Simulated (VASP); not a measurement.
Set up this calculation in VASP 6.6.1, as the native input.

```yaml
Task: single point
Functional: PBE
Potentials_or_basis: VASP PAW PBE potentials, release 64 (Zr_sv, C, H)
Cutoff: 520 eV
k_mesh: 4 × 4 × 1
Occupations: gaussian, width 0.1 eV
Spin: no spin polarisation
Dipole_correction: yes
Further_INCAR_settings: LREAL = Auto; ALGO = Normal; EDIFF = 1e-07; NBANDS = 114
```

The structure of Zr12HC12 lies in POSCAR:

```
Zr12HC12
1.0
    6.6589726739      0.0000000000      0.0000000000
    0.0000000000      6.6589726739      0.0000000000
    0.0000000000      0.0000000000     20.1141117803
Zr C H
12 12 1
Direct
    0.0000000000      0.0000000000      0.1988653560
    0.0000000000      0.5000000000      0.1988653560
    0.5000000000      0.0000000000      0.1988653560
    0.5000000000      0.5000000000      0.1988653560
    0.2500000000      0.2500000000      0.3124377509
    0.2500000000      0.7500000000      0.3124377509
    0.7500000000      0.2500000000      0.3124377509
    0.7500000000      0.7500000000      0.3124377509
    0.0000000000      0.0000000000      0.4247693893
    0.0000000000      0.5000000000      0.4247693893
    0.5000000000      0.0000000000      0.4247693893
    0.5000000000      0.5000000000      0.4247693893
    0.2500000000      0.2500000000      0.1988653560
    0.2500000000      0.7500000000      0.1988653560
    0.7500000000      0.2500000000      0.1988653560
    0.7500000000      0.7500000000      0.1988653560
    0.0000000000      0.0000000000      0.3121361490
    0.0000000000      0.5000000000      0.3121361490
    0.5000000000      0.0000000000      0.3121361490
    0.5000000000      0.5000000000      0.3121361490
    0.2500000000      0.2500000000      0.4282621015
    0.2500000000      0.7500000000      0.4282621015
    0.7500000000      0.2500000000      0.4282621015
    0.7500000000      0.7500000000      0.4282621015
    0.2500000000      0.2500000000      0.4846691352
```

One way to write it, as run:

INCAR

```
SYSTEM = Zr12HC12
ALGO = Normal
DIPOL = 0.5 0.5 0.319
EDIFF = 1E-7
ENCUT = 520
GGA = PE
IDIPOL = 3
ISIF = 2
ISMEAR = 0
LASPH = .TRUE.
LCHARG = .FALSE.
LDIPOL = .TRUE.
LREAL = Auto
LWAVE = .FALSE.
NBANDS = 114
NELM = 100
PREC = Accurate
SIGMA = 0.1
```

KPOINTS

```
k-points
0
G
  4 4 1
  0 0 0
```

Potentials or basis: VASP PAW PBE potentials, release 64 (Zr_sv, C, H).

The run is started by

```sh
$ cat potpaw_PBE.64/Zr_sv/POTCAR potpaw_PBE.64/C/POTCAR potpaw_PBE.64/H/POTCAR > POTCAR
$ mpirun -np 1 vasp_std > vasp.out
```

Results of the run:

| Property | Result |
| --- | --- |
| Largest force | 1.040 eV/Å |
| Band gap on the k mesh | zero (an odd number of electrons rules out a gap without spin polarisation) |

Caveat: an odd number of electrons without spin polarisation forces a metal; a magnetic or distorted state may lie lower.

It took 25 min on 1 thread of Intel(R) Xeon(R) Platinum 8259CL CPU @ 2.50GHz (Skylake/Cascade Lake), on a shared host, peak memory 0.97 GiB.
